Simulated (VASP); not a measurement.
## TePb (zincblende type): single point with LDA

TePb (zincblende type):

```
Pb Te
1.0
     0.00000    3.48853    3.48853
     3.48853    0.00000    3.48853
     3.48853    3.48853    0.00000
Pb Te
1 1
Direct
  0.00000 0.00000 0.00000
  0.25000 0.25000 0.25000
```

```
Program                 : VASP 6.6.1
Task                    : single point
Functional              : LDA
Potentials or basis     : VASP PAW LDA potentials, release 64 (Pb_d, Te)
Cutoff                  : 520 eV
k mesh                  : 12 × 12 × 12
Occupations             : fermi-dirac, width 0.08 eV
Spin                    : no spin polarisation
Dipole correction       : no
k mesh for the DOS      : 18 × 18 × 18
Occupations for the DOS : tetrahedron
Further INCAR settings  : ALGO = Normal; EDIFF = 1e-07
```

| Property | Result |
| --- | --- |
| Valence electrons inside the program's atomic spheres | Pb 11.96; Te 3.43 |

Levels at points of the mesh, in eV from the valence-band top:
```csv
k point,band 7,band 8,band 9,band 10,band 11,band 12,band 13,band 14
"(0.00, 0.00, 0.00)",-6.00,-1.81,-1.81,-1.81,1.27,1.27,1.27,3.74
"(0.50, 0.00, 0.00)",-8.25,-2.49,-2.49,-2.32,2.17,2.17,4.01,5.44
"(0.50, 0.50, 0.00)",-8.87,-3.32,-3.32,-0.82,0.13,4.74,4.74,5.59
```

It took 3.7 min on 1 thread of Intel(R) Xeon(R) Platinum 8375C CPU @ 2.90GHz (Ice Lake), with other jobs on the host, peak memory 0.38 GiB.

Caveat: spin-orbit coupling is left out, which moves the levels of the heavy elements.
